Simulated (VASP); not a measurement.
# BN (P4_2/mnm) in VASP: further runs, part 2 of 3

VASP 6.6.1. The steps go on from the part before.

**3. Single point, PBEsol**

This run uses another cell than the first one, of 6.59 Å³/atom.

Input file INCAR:

```
PREC = Accurate ; ENCUT = 520
EDIFF = 1E-6 ; ISMEAR = 0
SIGMA = 0.05 ; LREAL = F
LASPH = T ; NELM = 100
ALGO = Normal ; ISIF = 2
LWAVE = F ; LCHARG = T
GGA = PS ; LELF = T
LVHAR = T ; NBANDS = 26
```

Input file KPOINTS:

```
regular mesh
0
Gamma
  6 6 10
```

Input file POSCAR:

```
BN
1.0
    4.3652000000      0.0000000000      0.0000000000
    0.0000000000      4.3652000000      0.0000000000
    0.0000000000      0.0000000000      2.7665000000
B N
4 4
Direct
    0.1741337327      0.8258662673      0.5000000000
    0.3258662673      0.3258662673      0.0000000000
    0.6741337327      0.6741337327      0.0000000000
    0.8258662673      0.1741337327      0.5000000000
    0.8123909516      0.8123909516      0.5000000000
    0.3123909516      0.6876090484      0.0000000000
    0.6876090484      0.3123909516      0.0000000000
    0.1876090484      0.1876090484      0.5000000000
```

Potentials or basis: VASP PAW PBE potentials, release 64 (B, N).

Started as:

```console
$ cat potpaw_PBE.64/B/POTCAR potpaw_PBE.64/N/POTCAR > POTCAR
$ mpirun -np 1 vasp_std > vasp.out
```

OUTCAR:

```text
PREC = Accurate
   ENCUT = 520
   EDIFF = 1E-6
   ISMEAR = 0
   LREAL = F
   LASPH = T
   NELM = 100
   ISIF = 2
   GGA = PS

 ion  position               nearest neighbor table
   1  0.174  0.826  0.500-   5 1.58   8 1.58   6 1.63   6 1.63   4 2.15
   2  0.326  0.326  0.000-   6 1.58   7 1.58   8 1.63   8 1.63   3 2.15
   3  0.674  0.674  0.000-   6 1.58   7 1.58   5 1.63   5 1.63   2 2.15
   4  0.826  0.174  0.500-   5 1.58   8 1.58   7 1.63   7 1.63   1 2.15
   5  0.812  0.812  0.500-   1 1.58   4 1.58   3 1.63   3 1.63
   6  0.312  0.688  0.000-   2 1.58   3 1.58   1 1.63   1 1.63
   7  0.688  0.312  0.000-   2 1.58   3 1.58   4 1.63   4 1.63
   8  0.188  0.188  0.500-   1 1.58   4 1.58   2 1.63   2 1.63

  LATTYP: Found a simple tetragonal cell.
 ALAT       =     4.3652000000
 C/A-ratio  =     0.6337624851

  Lattice vectors:

 A1 = (   4.3652000000,   0.0000000000,   0.0000000000)
 A2 = (   0.0000000000,   4.3652000000,   0.0000000000)
 A3 = (   0.0000000000,   0.0000000000,   2.7665000000)

Analysis of symmetry for initial positions (statically):
=====================================================================
 Subroutine PRICEL returns:
 Original cell was already a primitive cell.

 Routine SETGRP: Setting up the symmetry group for a
 simple tetragonal supercell.

 Subroutine GETGRP returns: Found 16 space group operations
 (whereof  8 operations were pure point group operations)
 out of a pool of 16 trial point group operations.

The static configuration has the point symmetry D_2h.
 The point group associated with its full space group is D_4h.

Analysis of symmetry for dynamics (positions and initial velocities):
=====================================================================
 Subroutine PRICEL returns:
 Original cell was already a primitive cell.

 Routine SETGRP: Setting up the symmetry group for a
 simple tetragonal supercell.

 Subroutine GETGRP returns: Found 16 space group operations
 (whereof  8 operations were pure point group operations)
 out of a pool of 16 trial point group operations.

The dynamic configuration has the point symmetry D_2h.
 The point group associated with its full space group is D_4h.

 Subroutine INISYM returns: Found 16 space group operations
 (whereof  8 operations are pure point group operations),
 and found     1 'primitive' translations

----------------------------------------------------------------------------------------

                                     Primitive cell

  volume of cell :      52.7156

  direct lattice vectors                    reciprocal lattice vectors
     4.365200000  0.000000000  0.000000000     0.229084578  0.000000000  0.000000000
     0.000000000  4.365200000  0.000000000     0.000000000  0.229084578  0.000000000
     0.000000000  0.000000000  2.766500000     0.000000000  0.000000000  0.361467558

  length of vectors
     4.365200000  4.365200000  2.766500000     0.229084578  0.229084578  0.361467558

  position of ions in fractional coordinates (direct lattice)
     0.174133733  0.825866267  0.500000000
     0.325866267  0.325866267  0.000000000
     0.674133733  0.674133733  0.000000000
     0.825866267  0.174133733  0.500000000
[... 38 lines left out ...]
 ===========================================

 Found     60 irreducible k-points:

 Following reciprocal coordinates:
            Coordinates               Weight
  0.000000  0.000000  0.000000      1.000000
  0.166667  0.000000  0.000000      4.000000
  0.333333  0.000000  0.000000      4.000000
  0.500000  0.000000  0.000000      2.000000
  0.166667  0.166667  0.000000      4.000000
  0.333333  0.166667  0.000000      8.000000
[... 16 lines left out ...]
  0.333333  0.000000  0.200000      8.000000
  0.500000  0.000000  0.200000      4.000000
 [... further k-points ...]
   k-points           NKPTS =     60   k-points in BZ     NKDIM =     60   number of bands    NBANDS=     26
   number of dos      NEDOS =    301   number of ions     NIONS =      8
   total plane-waves  NPLWV =  24576
   dimension x,y,z NGX =    32 NGY =   32 NGZ =   24
   dimension x,y,z NGXF=    64 NGYF=   64 NGZF=   48
   ions per type =               4   4
   NGX,Y,Z   is equivalent  to a cutoff of  12.19, 12.19, 14.42 a.u.
   NGXF,Y,Z  is equivalent  to a cutoff of  24.37, 24.37, 28.84 a.u.
 SYSTEM =  unknown system
   PREC   = accura    normal or accurate (medium, high low for compatibility)
   ISTART =      0    job   : 0-new  1-cont  2-samecut
   ICHARG =      2    charge: 1-file 2-atom 10-const
   ISPIN  =      1    spin polarized calculation?
   LNONCOLLINEAR =      F non collinear calculations
   LSORBIT =      F    spin-orbit coupling
   LASPH  =      T    aspherical Exc in radial PAW
   ENCUT  =  520.0 eV  38.22 Ry    6.18 a.u.   8.12  8.12  5.14*2*pi/ulx,y,z
   NELM   =    100;   NELMIN=  2; NELMDL= -5     # of ELM steps
   EDIFF  = 0.1E-05   stopping-criterion for ELM
   LREAL  =      F    real-space projection
   EDIFFG = 0.1E-04   stopping-criterion for IOM
   NSW    =      0    number of steps for IOM
   IBRION =     -1    ionic relax: 0-MD 1-quasi-New 2-CG
   NFREE  =      0    steps in history (QN), initial steepest desc. (CG)
   ISIF   =      2    stress and relaxation
   ISYM   =      2    0-nonsym 1-usesym 2-fastsym
   POTIM  = 0.5000    time-step for ionic-motion
   TEBEG  =    0.0;   TEEND  =   0.0 temperature during run
   PSTRESS=    0.0 pullay stress
   NELECT =      32.0000    total number of electrons
   NUPDOWN=      -1.0000    fix difference up-down
   EMIN   =  10.00;   EMAX   =-10.00  energy-range for DOS
   EFERMI =   0.00;   METHOD = LEGACY
   ISMEAR =     0;   SIGMA  =   0.05  broadening in eV -4-tet -1-fermi 0-gaus
   EFERMI_NEDOS =   21; number of points for ismear=-14 and -15
   IALGO  =     38    algorithm
   IMIX   =      4    mixing-type and parameters
     AMIX     =   0.40;   BMIX     =  1.00
     AMIX_MAG =   1.60;   BMIX_MAG =  1.00
  volume/ion in A,a.u.               =       6.59        44.47
  Fermi-wavevector in a.u.,A,eV,Ry     =   1.386155  2.619453 26.142588  1.921426
  Thomas-Fermi vector in A             =   2.510498
   LORBIT       =      0    0 simple, 1 ext, 2 COOP (PROOUT), +10 PAW based schemes
   GGA     = PS    functional components
   LHFCALC =     F    Hartree Fock is set to
   AEXX    =    0.0000 exact exchange contribution
   IVDW    =     0    specifies the selected vdW correction
   LEPSILON=     F    determine dielectric tensor
   LRPA    =     F    only Hartree local field effects (RPA)
 non-spin polarized calculation
 Gauss-broadening in eV      SIGMA  =   0.05
  energy-cutoff  :      520.00
  volume of cell :       52.72
 maximum number of plane-waves:      1444
   NGX = 17   NGY = 17   NGZ = 11

 number of electron      32.0000011 magnetization

 Free energy of the ion-electron system (eV)
  ---------------------------------------------------
  ext. energy  EPLUGINS =         0.00000000
  ---------------------------------------------------
  free energy    TOTEN  =       -71.50378181 eV

  energy without entropy =      -71.50378181  energy(sigma->0) =      -71.50378181

 E-fermi :   6.5553     XC(G=0): -12.4021

 val. band max:        6.3298357266   @ k =   0.0000   0.0000   0.0000
 cond. band min:      10.7079241404   @ k =   0.0000   0.0000   0.0000
 fundamental gap:      4.3780884138
 Fermi energy:         6.5552583084

 k-point     1 :       0.0000    0.0000    0.0000
  band No.  band energies     occupation
      1     -13.3295      2.00000
      2      -9.2844      2.00000
      3      -9.0369      2.00000
      4      -9.0369      2.00000
      5      -2.5604      2.00000
      6      -2.5173      2.00000
[... 685 lines left out ...]
     25      16.9537      0.00000
     26      16.9537      0.00000

 [... further k-points ...]
[... 5 lines left out ...]
  --------------------------------------------------------------------------------------
  -------------------------------------------------------------------------------------
  Total        0.0341823      0.0341823    -21.7130682      0.0000000      0.0000000      0.0000000
  in kB        1.0388983      1.0388983   -659.9223122      0.0000000      0.0000000      0.0000000
  external PRESSURE =    -219.2815052 kB  Pullay stress =       0.0000000 kB

 VOLUME and BASIS-vectors are now :
 -----------------------------------------------------------------------------
  energy-cutoff  :      520.00
  volume of cell :       52.72
      direct lattice vectors                 reciprocal lattice vectors
     4.365200000  0.000000000  0.000000000     0.229084578  0.000000000  0.000000000
     0.000000000  4.365200000  0.000000000     0.000000000  0.229084578  0.000000000
     0.000000000  0.000000000  2.766500000     0.000000000  0.000000000  0.361467558

 POSITION                                       TOTAL-FORCE (eV/Angst)
 -----------------------------------------------------------------------------------
      0.76013      3.60507      1.38325         0.062080     -0.062080     -0.000000
      1.42247      1.42247      0.00000        -0.062080     -0.062080     -0.000000
      2.94273      2.94273      0.00000         0.062080      0.062080      0.000000
      3.60507      0.76013      1.38325        -0.062080      0.062080      0.000000
      3.54625      3.54625      1.38325        -0.415257     -0.415257      0.000000
      1.36365      3.00155      0.00000        -0.415257      0.415257      0.000000
      3.00155      1.36365      0.00000         0.415257     -0.415257      0.000000
      0.81895      0.81895      1.38325         0.415257      0.415257      0.000000
 -----------------------------------------------------------------------------------
    total drift:                                0.000000     -0.000000     -0.000000

  FREE ENERGIE OF THE ION-ELECTRON SYSTEM (eV)
  ---------------------------------------------------
  free  energy   TOTEN  =       -71.5037818149 eV

  energy  without entropy=      -71.5037818149  energy(sigma->0) =      -71.50378181
```

It took 48 s on 1 thread of AMD EPYC 7R13 (Zen 3), shared host; peak memory 0.17 GiB.

Results:

```
Free energy            : -71.5038 eV
Pressure               : -21.9 GPa
Largest force          : 0.587 eV/Å
Band gap on the k mesh : 4.38 eV
```

Forces on the atoms (eV/Å):
```
B    0.062 -0.062  0.000
B   -0.062 -0.062  0.000
B    0.062  0.062  0.000
B   -0.062  0.062  0.000
N   -0.415 -0.415  0.000
N   -0.415  0.415  0.000
N    0.415 -0.415  0.000
N    0.415  0.415  0.000
```

Stress tensor (GPa, compression positive):
```
  0.10   0.00   0.00
  0.00   0.10   0.00
  0.00   0.00 -65.99
```

Levels at points of the mesh, in eV from the valence-band top:
| k point | band 12 | band 13 | band 14 | band 15 | band 16 | band 17 | band 18 | band 19 | band 20 | band 21 |
| --- | --- | --- | --- | --- | --- | --- | --- | --- | --- | --- |
| (0.00, 0.00, 0.00) | -2.85 | -0.86 | -0.74 | 0.00 | 0.00 | 4.38 | 5.88 | 7.56 | 7.56 | 7.79 |
| (0.50, 0.00, 0.00) | -3.05 | -1.87 | -1.87 | -1.43 | -1.43 | 5.65 | 5.65 | 7.45 | 7.45 | 8.51 |
| (0.50, 0.50, 0.00) | -3.87 | -3.10 | -3.10 | -2.02 | -2.02 | 6.11 | 6.11 | 6.68 | 6.68 | 7.51 |
| (0.00, 0.00, 0.50) | -5.31 | -3.90 | -3.90 | -3.42 | -3.42 | 6.13 | 6.13 | 10.24 | 10.24 | 11.50 |
| (0.50, 0.00, 0.50) | -4.63 | -3.73 | -3.73 | -1.76 | -1.76 | 6.67 | 6.67 | 8.61 | 8.61 | 9.26 |
| (0.50, 0.50, 0.50) | -3.19 | -3.16 | -3.16 | -2.28 | -2.28 | 6.03 | 6.03 | 6.96 | 6.96 | 8.44 |

Caveat: the cell stands under tension; the PAW data sets were made with another functional, which shifts forces and pressure a little. A k mesh can miss the band edges.

[end of part 2 of 3]
